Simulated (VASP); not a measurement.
Set up this calculation in VASP 6.6.1, as the native input.

* Task: relaxation of cell and atoms
* Functional: PBE
* Potentials or basis: VASP PAW PBE potentials, release 64 (Ta_pv, W_sv)
* Cutoff: 600 eV
* k mesh: 6 × 6 × 2
* Occupations: gaussian, width 0.1 eV
* Spin: no spin polarisation
* Dipole correction: no
* Further INCAR settings: ALGO = Fast; EDIFF = 1e-07; IBRION = 2; EDIFFG = -0.04; NSW = 90; ISIF = 3

The structure of Ta5W lies in POSCAR:

```
Ta5W
1.0
    1.6151444000     -2.2841591100      0.0000000000
    1.6151444000      2.2841591100      0.0000000000
    0.0000000000      0.0000000000     13.7049546700
Ta W
5 1
Direct
    0.0000000000      0.0000000000      0.1666666700
    0.5000000000      0.5000000000      0.3333333300
    0.0000000000      0.0000000000      0.5000000000
    0.5000000000      0.5000000000      0.6666666700
    0.0000000000      0.0000000000      0.8333333300
    0.5000000000      0.5000000000      0.0000000000
```

The input as run:

INCAR

```
PREC = Accurate
ENCUT = 600
EDIFF = 1E-7
ISMEAR = 0
SIGMA = 0.1
LREAL = F
LASPH = T
NELM = 100
ALGO = Fast
ISIF = 3
LWAVE = F
LCHARG = F
GGA = PE
IBRION = 2
NSW = 90
EDIFFG = -0.04
```

KPOINTS

```
regular mesh
0
Gamma
  6 6 2
```

Potentials or basis: VASP PAW PBE potentials, release 64 (Ta_pv, W_sv).

Run with:

```bash
$ cat potpaw_PBE.64/Ta_pv/POTCAR potpaw_PBE.64/W_sv/POTCAR > POTCAR
$ mpirun -np 1 vasp_std > vasp.out
```

It gave:

```yaml
Relaxed_volume: 17.93 Å³/atom
Relaxed_cell: a = 2.864 Å, b = 2.864 Å, c = 13.932 Å, α = 90.00°, β = 90.00°, γ = 109.63°
Space_group_after_relaxing_to_0.05_Å: Cmmm (No. 65)
Energy_gained_by_relaxing: 55.5 meV/atom
Ionic_steps: 13
Pressure_after_relaxing: 0.0 GPa
Largest_force_after_relaxing: 0.028 eV/Å
```

Caveat: the k points lie up to 0.39 Å⁻¹ apart in the final cell.

Run time: 18 min on 1 thread of Intel(R) Xeon(R) 6975P-C (Granite Rapids), with other jobs on the host, peak memory 0.32 GiB.
